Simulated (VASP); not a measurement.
Set up this calculation in VASP 6.6.1, as the native input.

* Task: single point
* Functional: r2SCAN
* Potentials or basis: VASP PAW PBE potentials, release 64 (Au)
* Cutoff: 520 eV
* k mesh: 20 × 20 × 20
* Occupations: gaussian, width 0.15 eV
* Spin: no spin polarisation
* Dipole correction: no
* Further INCAR settings: ALGO = Normal; EDIFF = 1e-06; NBANDS = 12

Crystal: Au.

```
CELL_PARAMETERS angstrom
-1.68213 1.68213 1.65727
1.68213 -1.68213 1.65727
1.68213 1.68213 -1.65727
ATOMIC_POSITIONS crystal
Au 0.00000 0.00000 0.00000
```

This cell differs from its parent crystal: strain +0.015 along x and y, +0.000 along z.

The input as run:

POSCAR

```
Au
1.0
   -1.6821280350      1.6821280350      1.6572690000
    1.6821280350     -1.6821280350      1.6572690000
    1.6821280350      1.6821280350     -1.6572690000
Au
1
Direct
    0.0000000000      0.0000000000      0.0000000000
```

INCAR.step1

```
SYSTEM = Au
ALGO = Normal
EDIFF = 1E-4
ENCUT = 520
GGA = PE
ISMEAR = 0
LASPH = .TRUE.
LCHARG = .FALSE.
LREAL = .FALSE.
LWAVE = .TRUE.
NBANDS = 12
NELM = 60
PREC = Accurate
SIGMA = 0.15
```

INCAR.step2

```
SYSTEM = Au
ALGO = Normal
EDIFF = 1E-6
ENCUT = 520
ISIF = 2
ISMEAR = 0
ISTART = 1
LASPH = .TRUE.
LCHARG = .FALSE.
LMIXTAU = .TRUE.
LREAL = .FALSE.
LWAVE = .FALSE.
METAGGA = R2SCAN
NBANDS = 12
NELM = 60
PREC = Accurate
SIGMA = 0.15
```

KPOINTS

```
k-points
0
G
  20 20 20
  0 0 0
```

Potentials or basis: VASP PAW PBE potentials, release 64 (Au).

Command:

```sh
$ cat potpaw_PBE.64/Au/POTCAR > POTCAR
$ cp INCAR.step1 INCAR
$ mpirun -np 1 vasp_std > vasp.out
$ cp INCAR.step2 INCAR
$ mpirun -np 1 vasp_std > vasp.out
```

Results of the run:

The pressure is -7.8 GPa. The band gap on the k mesh is zero (an odd number of electrons rules out a gap without spin polarisation).

Caveat: the cell differs from its parent crystal (strain +0.015 along x and y, +0.000 along z); the cell stands under tension; the PAW data sets were made with another functional, which shifts forces and pressure a little; spin-orbit coupling is left out, which moves the levels of the heavy elements.

Run time: 2.2 min on 1 thread of Intel(R) Xeon(R) 6975P-C (Granite Rapids) (shared host), peak memory 0.27 GiB.
